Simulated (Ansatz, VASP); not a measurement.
## ZrS in VASP and in Ansatz

File INCAR:

```
ALGO = Normal ; EDIFF = 1E-6
ENCUT = 520 ; GGA = PS
ISIF = 2 ; ISMEAR = 0
LASPH = True ; LCHARG = False
LREAL = False ; LWAVE = False
NBANDS = 16 ; NELM = 100
PREC = Accurate ; SIGMA = 0.15
```

The input KPOINTS:

```
k-points
0
Gamma
  16 16 16
```

File POSCAR:

```
ZrS
1.0
    0.3291827318      2.8030008565      2.8030008565
    2.8030008565      0.3291827318      2.8030008565
    2.8030008565      2.8030008565      0.3291827318
Zr S
1 1
Direct
    0.0000000000      0.0000000000      0.0000000000
    0.5000000000      0.5000000000      0.5000000000
```

Input for Ansatz:

```yaml
crystal:
  lattice:
    - [0.3291827318, 2.8030008565, 2.8030008565]
    - [2.8030008565, 0.3291827318, 2.8030008565]
    - [2.8030008565, 2.8030008565, 0.3291827318]
  atoms:
    - { symbol: Zr, position: [0.0, 0.0, 0.0] }
    - { symbol: S, position: [0.5, 0.5, 0.5] }
basis:
  ecutwfc: 420
kpoints:
  mp_grid: { grid: [16, 16, 16] }
hamiltonian:
  xc: pbesol
  pseudopotentials: { kind: paw, azcp: { folder: soft_1 } }
scf:
  occupations: { method: gaussian, width: 0.15 }
output:
  forces: true
  stress: true
  eigenvalues: true
```

Alike in both runs: task single point; functional PBEsol; k mesh 16 × 16 × 16; occupations gaussian, width 0.15 eV; no spin polarisation.

|  | VASP | Ansatz |
| --- | --- | --- |
| version | VASP 6.6.1 | Ansatz 0.2.0 |
| potentials or method | VASP PAW PBE potentials, release 64 (Zr_sv, S), cutoff 520 eV | scalar-relativistic, plane waves, PAW |
| valence electrons in the cell | 18 | 18 |

VASP gave:

- gap on the k mesh at the Fermi level (eV): none
- pressure (GPa): -6.1
- traceless stress, the component that is largest in VASP (GPa): -1.60

Which values does Ansatz return?

gap on the k mesh at the Fermi level (eV): none; pressure (GPa): -6.3; traceless stress, the component that is largest in VASP (GPa): -1.65.

VASP's potentials were made for PBE, not for PBEsol, and Ansatz warns of the same on its side. A gap of «none» marks a metal or a gap that the smearing closes.
